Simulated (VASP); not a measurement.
Write the native input for VASP 6.6.1 that does the following.

```yaml
Task: single point
Functional: LDA
Potentials_or_basis: VASP PAW LDA potentials, release 64 (V_sv, Co)
Cutoff: 520 eV
k_mesh: 10 × 10 × 10
Occupations: fermi-dirac, width 0.1 eV
Spin: collinear spin, ferromagnetic start
Starting_moments: "[1.5, 2.5] μB"
Dipole_correction: no
Further_INCAR_settings: ALGO = Normal; EDIFF = 1e-06; NBANDS = 22
```

The structure of VCo lies in POSCAR:

```
VCo
1.0
    2.9284643093      0.0000000000      0.0000000000
    0.0000000000      2.9284643093      0.0000000000
    0.0000000000      0.0000000000      2.9284643093
V Co
1 1
Direct
    0.0000000000      0.0000000000      0.0000000000
    0.5000000000      0.5000000000      0.5000000000
```

One way to write it, as run:

INCAR

```
SYSTEM = VCo
ALGO = Normal
EDIFF = 1E-6
ENCUT = 520
GGA = CA
ISIF = 2
ISMEAR = -1
ISPIN = 2
LASPH = .TRUE.
LCHARG = .FALSE.
LMAXMIX = 4
LORBIT = 11
LREAL = .FALSE.
LWAVE = .FALSE.
MAGMOM = 1.5 2.5
NBANDS = 22
NELM = 150
PREC = Accurate
SIGMA = 0.1
```

KPOINTS

```
k-points
0
G
  10 10 10
  0 0 0
```

Potentials or basis: VASP PAW LDA potentials, release 64 (V_sv, Co).

Run with:

```bash
$ cat potpaw_LDA.64/V_sv/POTCAR potpaw_LDA.64/Co/POTCAR > POTCAR
$ mpirun -np 1 vasp_std > vasp.out
```

Results of the run:

The pressure is -21.3 GPa and the net moment is 1.60 μB per cell. The site moments are V +0.54; Co +1.01 μB. The valence electrons inside the program's atomic spheres are V 11.52; Co 8.30.

Caveat: the cell stands under tension.

Run time: 22 s on 1 thread of Intel(R) Xeon(R) 6975P-C (Granite Rapids) (shared host), peak memory 0.17 GiB.
